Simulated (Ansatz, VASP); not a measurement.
# Co: VASP beside Ansatz

File INCAR:

```
SYSTEM = Co
  ALGO = Normal
  EDIFF = 1E-8
  ENCUT = 520
  GGA = CA
  ISIF = 2
  ISMEAR = -1
  ISPIN = 2
  LASPH = .TRUE.
  LCHARG = .FALSE.
  LEFG = .TRUE.
  LMAXMIX = 4
  LORBIT = 11
  LREAL = .FALSE.
  LWAVE = .FALSE.
  MAGMOM = 2 2
  NBANDS = 20
  NELM = 150
  PREC = Accurate
  SIGMA = 0.03
```

File KPOINTS:

```
k-points
0
G
  17 17 9
  0 0 0
```

POSCAR

```
Co
1.0
    2.4300935040      0.0000000000      0.0000000000
   -1.2150467520      2.1045227081      0.0000000000
    0.0000000000      0.0000000000      3.9529759265
Co
2
Direct
    0.3333333333      0.6666666667      0.2500000000
    0.6666666667      0.3333333333      0.7500000000
```

Input for Ansatz:

```yaml
crystal:
  lattice:
    - [2.430093504, 0.0, 0.0]
    - [-1.215046752, 2.1045227081, 0.0]
    - [0.0, 0.0, 3.9529759265]
  atoms:
    - { symbol: Co, position: [0.3333333333, 0.6666666667, 0.25], spin: 2.0 }
    - { symbol: Co, position: [0.6666666667, 0.3333333333, 0.75], spin: 2.0 }
magnetization:
  spin_polarized: true
kpoints:
  mp_grid: { grid: [17, 17, 9] }
scf:
  occupations: { method: fermi_dirac, width: 0.03 }
hamiltonian:
  xc: lda
  pseudopotentials: { kind: all_electron, datasets: crystal }
output:
  forces: true
  stress: true
  eigenvalues: true
  efg: { contact_densities: true }
```

Change from the starting cell: volume scaled by 0.95, crystal datasets.

Alike in both runs: task electric field gradients; functional LDA; k mesh 17 × 17 × 9; occupations fermi-dirac, width 0.03 eV; collinear spin.

|  | VASP | Ansatz |
| --- | --- | --- |
| version | VASP 6.6.1 | Ansatz 0.2.0 |
| potentials or method | VASP PAW LDA potentials, release 64 (Co), cutoff 520 eV | all-electron PAW with datasets made for the crystal, scalar-relativistic |

Ansatz gave:

```
pressure (GPa)                                                : -2.8
traceless stress, the component that is largest in VASP (GPa) : -1.70
net moment per atom (μB)                                      : 1.52
size of the moment on the site where the two differ most (μB) : 1.57
size of Vzz on the site where it differs most (V/Å²)          : 3.5
```

**Question.** Estimate VASP's values.

**Answer.** Pressure (GPa): -3.9; traceless stress, the component that is largest in VASP (GPa): -1.88; net moment per atom (μB): 1.49; size of the moment on the site where the two differ most (μB): 1.48; size of Vzz on the site where it differs most (V/Å²): 4.0.

LDA's correlation is that of Perdew and Zunger in VASP and of Perdew and Wang (1992) in Ansatz. Site moments also hang on the region over which each program counts them. Ansatz ran all-electron here, and VASP with PAW potentials.
